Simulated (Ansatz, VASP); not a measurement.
GaAs: VASP beside Ansatz

Contents of INCAR:

```
SYSTEM = GaAs
PREC = Accurate
ENCUT = 600
EDIFF = 1E-7
ISMEAR = -1
SIGMA = 0.05
LREAL = .FALSE.
LASPH = .TRUE.
NELM = 100
ALGO = Normal
ISIF = 3
LWAVE = .FALSE.
LCHARG = .FALSE.
GGA = B5
ALDAX = 1.0
AGGAX = 1.0
AGGAC = 1.0
ALDAC = 0.0
IVDW = 12
VDW_S6 = 1.0
VDW_S8 = 2.6996
VDW_A1 = 0.4298
VDW_A2 = 4.2359
IBRION = 2
NSW = 80
EDIFFG = -0.02
```

KPOINTS

```
Automatic mesh
0
G
  8 8 8
  0 0 0
```

POSCAR

```
GaAs
1.0
    0.0000000000      2.8268500000      2.8268500000
    2.8268500000      0.0000000000      2.8268500000
    2.8268500000      2.8268500000      0.0000000000
As Ga
1 1
Direct
    0.7500000000      0.7500000000      0.7500000000
    0.0000000000      0.0000000000      0.0000000000
```

input.yaml

```yaml
crystal:
  lattice:
    - [0.0, 2.82685, 2.82685]
    - [2.82685, 0.0, 2.82685]
    - [2.82685, 2.82685, 0.0]
  atoms:
    - { symbol: As, position: [0.75, 0.75, 0.75] }
    - { symbol: Ga, position: [0.0, 0.0, 0.0] }
kpoints:
  mp_grid: { grid: [8, 8, 8] }
scf:
  occupations: { method: fermi_dirac, width: 0.05 }
hamiltonian:
  xc: blyp
  dispersion: d3bj
  pseudopotentials: { kind: all_electron, lapw: { basis_error: 0.001 } }
output:
  forces: true
  stress: true
relax:
  f_tol: 0.02
  max_steps: 60
  cell: {}
```

Alike in both runs: task relaxation of cell and atoms; functional BLYP; dispersion D3(BJ); k mesh 8 × 8 × 8; occupations fermi-dirac, width 0.05 eV; no spin polarisation.

```csv
,VASP,Ansatz
version,VASP 6.6.1,Ansatz 0.2.0
potentials or method,"VASP PAW PBE potentials, release 64 (As, Ga_d), cutoff 600 eV","all-electron LAPW, scalar-relativistic"
```

```tsv
	VASP	Ansatz	Ansatz less VASP
relaxed volume (Å³/atom)	23.02	22.92	-0.104
relaxed cell length with the largest relative difference (Å)	4.023	4.017	-0.0061
```

VASP's potentials were made for PBE, not for BLYP. Ansatz ran all-electron here, and VASP with PAW potentials.
